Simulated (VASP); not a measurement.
# As (Fm-3m) in VASP: single point with PBE

Aim: the single point of As with PBE.

Everything below comes from runs of VASP 6.6.1. Logs are shortened: lines on timing, memory, paths and dates and some standing lists are left out, and cuts for length are marked.

### 1 The cell of the first run

It takes space group Fm-3m (No. 225, cubic). The conventional cell has a = 4.266 Å, b = 4.266 Å, c = 4.266 Å, α = 90.00°, β = 90.00°, γ = 90.00°. As (site symmetry m-3m) has 12 As at 3.02 Å within 4.0 Å.

### 2 Single point, PBE

Contents of INCAR:

```
ALGO     = Normal         # electronic algorithm
EDIFF    = 1E-6           # SCF threshold, eV
ENCUT    = 520            # plane-wave cutoff, eV
GGA      = PE             # functional
ISIF     = 2              # what is computed and relaxed
ISMEAR   = -1             # smearing method
LASPH    = T              # aspherical terms in the spheres
LCHARG   = T              # write CHGCAR
LELF     = T              # ELF
LREAL    = F              # projectors in reciprocal space
LVHAR    = T            
LWAVE    = F              # write WAVECAR
NBANDS   = 8              # bands
NELM     = 100            # most SCF steps
PREC     = Accurate       # precision mode
SIGMA    = 0.13605693000000002 # smearing width, eV
```

Contents of KPOINTS:

```
k-points
0
Gamma
  13 13 13
```

Contents of POSCAR:

```
As
1.0
    0.0000000000      2.1328544389      2.1328544389
    2.1328544389      0.0000000000      2.1328544389
    2.1328544389      2.1328544389      0.0000000000
As
1
Direct
    0.0000000000      0.0000000000      0.0000000000
```

Potentials or basis: VASP PAW PBE potentials, release 64 (As).

On the command line:

```bash
> cat potpaw_PBE.64/As/POTCAR > POTCAR
> mpirun -np 1 vasp_std > vasp.out
```

OUTCAR:

```text
EDIFF = 1E-6
   ENCUT = 520
   GGA = PE
   ISIF = 2
   ISMEAR = -1
   LASPH = T
   LREAL = F
   NELM = 100
   PREC = Accurate

 ion  position               nearest neighbor table
   1  0.000  0.000  0.000-

  LATTYP: Found a face centered cubic cell.
 ALAT       =     4.2657088778

  Lattice vectors:

 A1 = (   0.0000000000,   2.1328544389,   2.1328544389)
 A2 = (   2.1328544389,   0.0000000000,   2.1328544389)
 A3 = (   2.1328544389,   2.1328544389,   0.0000000000)

Analysis of symmetry for initial positions (statically):
=====================================================================
 Subroutine PRICEL returns:
 Original cell was already a primitive cell.

 Routine SETGRP: Setting up the symmetry group for a
 face centered cubic supercell.

 Subroutine GETGRP returns: Found 48 space group operations
 (whereof 48 operations were pure point group operations)
 out of a pool of 48 trial point group operations.

The static configuration has the point symmetry O_h .

Analysis of symmetry for dynamics (positions and initial velocities):
=====================================================================
 Subroutine PRICEL returns:
 Original cell was already a primitive cell.

 Routine SETGRP: Setting up the symmetry group for a
 face centered cubic supercell.

 Subroutine GETGRP returns: Found 48 space group operations
 (whereof 48 operations were pure point group operations)
 out of a pool of 48 trial point group operations.

The dynamic configuration has the point symmetry O_h .

 Subroutine INISYM returns: Found 48 space group operations
 (whereof 48 operations are pure point group operations),
 and found     1 'primitive' translations

----------------------------------------------------------------------------------------

                                     Primitive cell

  volume of cell :      19.4050

  direct lattice vectors                    reciprocal lattice vectors
     0.000000000  2.132854439  2.132854439    -0.234427625  0.234427625  0.234427625
     2.132854439  0.000000000  2.132854439     0.234427625 -0.234427625  0.234427625
     2.132854439  2.132854439  0.000000000     0.234427625  0.234427625 -0.234427625

  length of vectors
     3.016311674  3.016311674  3.016311674     0.406040557  0.406040557  0.406040557

  position of ions in fractional coordinates (direct lattice)
     0.000000000  0.000000000  0.000000000

  ion indices of the primitive-cell ions
   primitive index   ion index
                 1           1

----------------------------------------------------------------------------------------

 KPOINTS: k-points

Automatic generation of k-mesh.
 Grid dimensions read from file:
 generate k-points for:   13   13   13

 Generating k-lattice:

  Cartesian coordinates                     Fractional coordinates (reciprocal lattice)
    -0.018032894  0.018032894  0.018032894     0.076923077  0.000000000  0.000000000
     0.018032894 -0.018032894  0.018032894     0.000000000  0.076923077  0.000000000
     0.018032894  0.018032894 -0.018032894     0.000000000  0.000000000  0.076923077

  Length of vectors
     0.031233889  0.031233889  0.031233889

  Shift w.r.t. Gamma in fractional coordinates (k-lattice)
     0.000000000  0.000000000  0.000000000

 Subroutine IBZKPT returns following result:
 ===========================================

 Found     84 irreducible k-points:

 Following reciprocal coordinates:
            Coordinates               Weight
  0.000000  0.000000  0.000000      1.000000
  0.076923  0.000000  0.000000      8.000000
  0.153846  0.000000  0.000000      8.000000
  0.230769  0.000000  0.000000      8.000000
  0.307692  0.000000  0.000000      8.000000
  0.384615  0.000000  0.000000      8.000000
[... 16 lines left out ...]
  0.384615  0.153846  0.000000     24.000000
  0.461538  0.153846  0.000000     24.000000
 [... further k-points ...]
   k-points           NKPTS =     84   k-points in BZ     NKDIM =     84   number of bands    NBANDS=      8
   number of dos      NEDOS =    301   number of ions     NIONS =      1
   total plane-waves  NPLWV =  13824
   dimension x,y,z NGX =    24 NGY =   24 NGZ =   24
   dimension x,y,z NGXF=    48 NGYF=   48 NGZF=   48
   ions per type =               1
   NGX,Y,Z   is equivalent  to a cutoff of  13.23, 13.23, 13.23 a.u.
   NGXF,Y,Z  is equivalent  to a cutoff of  26.46, 26.46, 26.46 a.u.
 SYSTEM =  unknown system
   PREC   = accura    normal or accurate (medium, high low for compatibility)
   ISTART =      0    job   : 0-new  1-cont  2-samecut
   ICHARG =      2    charge: 1-file 2-atom 10-const
   ISPIN  =      1    spin polarized calculation?
   LNONCOLLINEAR =      F non collinear calculations
   LSORBIT =      F    spin-orbit coupling
   LASPH  =      T    aspherical Exc in radial PAW
   ENCUT  =  520.0 eV  38.22 Ry    6.18 a.u.   5.61  5.61  5.61*2*pi/ulx,y,z
   NELM   =    100;   NELMIN=  2; NELMDL= -5     # of ELM steps
   EDIFF  = 0.1E-05   stopping-criterion for ELM
   LREAL  =      F    real-space projection
   EDIFFG = 0.1E-04   stopping-criterion for IOM
   NSW    =      0    number of steps for IOM
   IBRION =     -1    ionic relax: 0-MD 1-quasi-New 2-CG
   NFREE  =      0    steps in history (QN), initial steepest desc. (CG)
   ISIF   =      2    stress and relaxation
   ISYM   =      2    0-nonsym 1-usesym 2-fastsym
   POTIM  = 0.5000    time-step for ionic-motion
   TEBEG  =    0.0;   TEEND  =   0.0 temperature during run
   PSTRESS=    0.0 pullay stress
   NELECT =       5.0000    total number of electrons
   NUPDOWN=      -1.0000    fix difference up-down
   EMIN   =  10.00;   EMAX   =-10.00  energy-range for DOS
   EFERMI =   0.00;   METHOD = LEGACY
   ISMEAR =    -1;   SIGMA  =   0.14  broadening in eV -4-tet -1-fermi 0-gaus
   EFERMI_NEDOS =   21; number of points for ismear=-14 and -15
   IALGO  =     38    algorithm
   IMIX   =      4    mixing-type and parameters
     AMIX     =   0.40;   BMIX     =  1.00
     AMIX_MAG =   1.60;   BMIX_MAG =  1.00
  volume/ion in A,a.u.               =      19.40       130.95
  Fermi-wavevector in a.u.,A,eV,Ry     =   1.041742  1.968607 14.765409  1.085227
  Thomas-Fermi vector in A             =   2.176377
   LORBIT       =      0    0 simple, 1 ext, 2 COOP (PROOUT), +10 PAW based schemes
   GGA     = PE    functional components
   LHFCALC =     F    Hartree Fock is set to
   AEXX    =    0.0000 exact exchange contribution
   IVDW    =     0    specifies the selected vdW correction
   LEPSILON=     F    determine dielectric tensor
   LRPA    =     F    only Hartree local field effects (RPA)
 non-spin polarized calculation
  energy-cutoff  :      520.00
  volume of cell :       19.40
 maximum number of plane-waves:       535
   NGX = 11   NGY = 11   NGZ = 11

 number of electron       5.0000001 magnetization

 Free energy of the ion-electron system (eV)
  ---------------------------------------------------
  ext. energy  EPLUGINS =         0.00000000
  ---------------------------------------------------
  free energy    TOTEN  =        -4.14199543 eV

  energy without entropy =       -4.10181903  energy(sigma->0) =       -4.12190723

 E-fermi :   6.3229     XC(G=0): -10.6934

 val. band max:        6.2742265678   @ k =   0.4615   0.2308   0.0000
 cond. band min:       6.3756107057   @ k =  -0.3846   0.4615   0.0769
 fundamental gap:      0.1013841379
 Fermi energy:         6.3228563479

 k-point     1 :       0.0000    0.0000    0.0000
  band No.  band energies     occupation
      1      -8.6480      2.00000
      2      11.9472      0.00000
      3      11.9472      0.00000
      4      11.9472      0.00000
      5      18.6165      0.00000
      6      18.6165      0.00000
      7      18.6165      0.00000
      8      20.1101      0.00000

 k-point     2 :       0.0769    0.0000    0.0000
  band No.  band energies     occupation
      1      -8.5115      2.00000
      2      10.8504      0.00000
      3      11.7965      0.00000
      4      11.7965      0.00000
      5      18.0301      0.00000
      6      18.9060      0.00000
      7      18.9060      0.00000
      8      20.7221      0.00000

 k-point     3 :       0.1538    0.0000    0.0000
  band No.  band energies     occupation
      1      -8.1044      2.00000
      2       8.5348      0.00000
      3      11.4354      0.00000
      4      11.4354      0.00000
      5      17.2376      0.00000
      6      19.4667      0.00000
      7      19.4667      0.00000
      8      22.0119      0.00000

 k-point     4 :       0.2308    0.0000    0.0000
  band No.  band energies     occupation
      1      -7.4357      2.00000
      2       5.9815      1.84950
      3      11.0235      0.00000
      4      11.0235      0.00000
      5      16.6410      0.00000
      6      19.3330      0.00000
      7      19.3330      0.00000
      8      22.2289      0.00000

 k-point     5 :       0.3077    0.0000    0.0000
  band No.  band energies     occupation
      1      -6.5302      2.00000
      2       3.5495      2.00000
      3      10.6675      0.00000
      4      10.6675      0.00000
      5      16.2524      0.00000
      6      18.5974      0.00000
      7      18.5974      0.00000
      8      21.2297      0.00000
[... 177 lines left out ...]
 k-point    22 :       0.3077    0.1538    0.0000
  band No.  band energies     occupation
      1      -6.6832      2.00000
      2       5.3968      1.99779
      3       9.2153      0.00000
      4       9.2857      0.00000
      5      15.2661      0.00000
      6      17.3284      0.00000
      7      21.3134      0.00000
      8      21.6921      0.00000

 k-point    23 :       0.3846    0.1538    0.0000
  band No.  band energies     occupation
      1      -5.7213      2.00000
      2       3.1632      2.00000
      3       8.5628      0.00000
      4       9.0342      0.00000
      5      14.8547      0.00000
      6      18.3825      0.00000
      7      20.8213      0.00000
      8      21.5027      0.00000

 k-point    24 :       0.4615    0.1538    0.0000
  band No.  band energies     occupation
      1      -4.6628      2.00000
      2       1.2738      2.00000
      3       7.9013      0.00002
      4       9.0761      0.00000
      5      14.7005      0.00000
      6      18.9016      0.00000
      7      20.0164      0.00000
      8      22.7706      0.00000

 [... further k-points ...]

------------------------ aborting loop because EDIFF is reached ----------------------------------------

  FORCE on cell =-STRESS in cart. coord.  units (eV):
  Direction    XX          YY          ZZ          XY          YZ          ZX
  --------------------------------------------------------------------------------------
  -------------------------------------------------------------------------------------
  Total       -0.0148076     -0.0148076     -0.0148076      0.0000000     -0.0000000     -0.0000000
  in kB       -1.2225931     -1.2225931     -1.2225931      0.0000000     -0.0000000     -0.0000000
  external PRESSURE =      -1.2225931 kB  Pullay stress =       0.0000000 kB

 VOLUME and BASIS-vectors are now :
 -----------------------------------------------------------------------------
  energy-cutoff  :      520.00
  volume of cell :       19.40
      direct lattice vectors                 reciprocal lattice vectors
     0.000000000  2.132854439  2.132854439    -0.234427625  0.234427625  0.234427625
     2.132854439  0.000000000  2.132854439     0.234427625 -0.234427625  0.234427625
     2.132854439  2.132854439  0.000000000     0.234427625  0.234427625 -0.234427625

 POSITION                                       TOTAL-FORCE (eV/Angst)
 -----------------------------------------------------------------------------------
      0.00000      0.00000      0.00000        -0.000000     -0.000000     -0.000000
 -----------------------------------------------------------------------------------
    total drift:                                0.000000     -0.000000     -0.000000

  FREE ENERGIE OF THE ION-ELECTRON SYSTEM (eV)
  ---------------------------------------------------
  free  energy   TOTEN  =        -4.1419954284 eV

  energy  without entropy=       -4.1018190319  energy(sigma->0) =       -4.12190723
```

Wall time 22 s (1 thread of Intel Xeon 6975P-C, shared host); peak memory 0.11 GiB.

What came out:

```yaml
Free_energy: -4.1420 eV
Pressure: -0.1 GPa
```
